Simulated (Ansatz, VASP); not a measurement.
Given: the input of a run of VASP 6.6.1 on CdSe.

File INCAR:

```
SYSTEM = CdSe
PREC = Accurate
ENCUT = 520
EDIFF = 1E-7
ISMEAR = -1
SIGMA = 0.05
LREAL = .False.
LASPH = .True.
NELM = 60
ALGO = Normal
ISIF = 2
LWAVE = .False.
LCHARG = .True.
GGA = CA
LELF = .True.
LVHAR = .True.
NBANDS = 26
```

KPOINTS

```
regular mesh
0
Gamma
  7 7 4
  0 0 0
```

The input POSCAR:

```
CdSe
1.0
    4.2418847678      0.0000000000      0.0000000000
   -2.1209423839      3.6735799689      0.0000000000
    0.0000000000      0.0000000000      6.9251235047
Cd Se
2 2
Direct
    0.6666666667      0.3333333333      0.5000000000
    0.3333333333      0.6666666667      0.0000000000
    0.6666666667      0.3333333333      0.8850000000
    0.3333333333      0.6666666667      0.3850000000
```

Potentials or basis: VASP PAW LDA potentials, release 64 (Cd, Se).

The run is started by

```console
$ cat potpaw_LDA.64/Cd/POTCAR potpaw_LDA.64/Se/POTCAR > POTCAR
$ mpirun -np 1 vasp_std > vasp.out
```

Task: Translate it to Ansatz 0.2.0. Potentials there: all-electron LAPW, scalar-relativistic.

Result: As run (the cutoff follows the program's own potentials):

File input.yaml:

```yaml
crystal:
  lattice:
    - [4.2418847678, 0.0, 0.0]
    - [-2.1209423839, 3.6735799689, 0.0]
    - [0.0, 0.0, 6.9251235047]
  atoms:
    - { symbol: Cd, position: [0.6666666667, 0.3333333333, 0.5] }
    - { symbol: Cd, position: [0.3333333333, 0.6666666667, 0.0] }
    - { symbol: Se, position: [0.6666666667, 0.3333333333, 0.885] }
    - { symbol: Se, position: [0.3333333333, 0.6666666667, 0.385] }
kpoints:
  mp_grid: { grid: [7, 7, 4] }
scf:
  occupations: { method: fermi_dirac, width: 0.05 }
hamiltonian:
  xc: lda
  pseudopotentials: { kind: all_electron, lapw: { basis_error: 0.002 } }
output:
  forces: true
  stress: true
  eigenvalues: true
```

Potentials or basis: all-electron LAPW, scalar-relativistic.

Command:

```bash
$ ansatz run input.yaml --threads 2 --pin off --max-ram 8192MiB --backend cpu --events-out ev --progress --plain --runs-dir out
```

Both were run:

|  | VASP | Ansatz | Ansatz less VASP |
| --- | --- | --- | --- |
| gap on the k mesh at the Fermi level (eV) | 0.55 | 0.51 | -0.035 |
| least direct gap on the mesh (eV) | 0.55 | 0.51 | -0.035 |
| pressure (GPa) | 0.9 | 0.4 | -0.48 |
| traceless stress, the component that is largest in VASP (GPa) | -1.49 | -1.41 | +0.081 |
| rms of the force components (eV/Å) | 0.179 | 0.171 | -0.0077 |

LDA's correlation is that of Perdew and Zunger in VASP and of Perdew and Wang (1992) in Ansatz. Atom by atom the forces differ by 0.008 eV/Å (rms over components). Ansatz ran all-electron here, and VASP with PAW potentials.
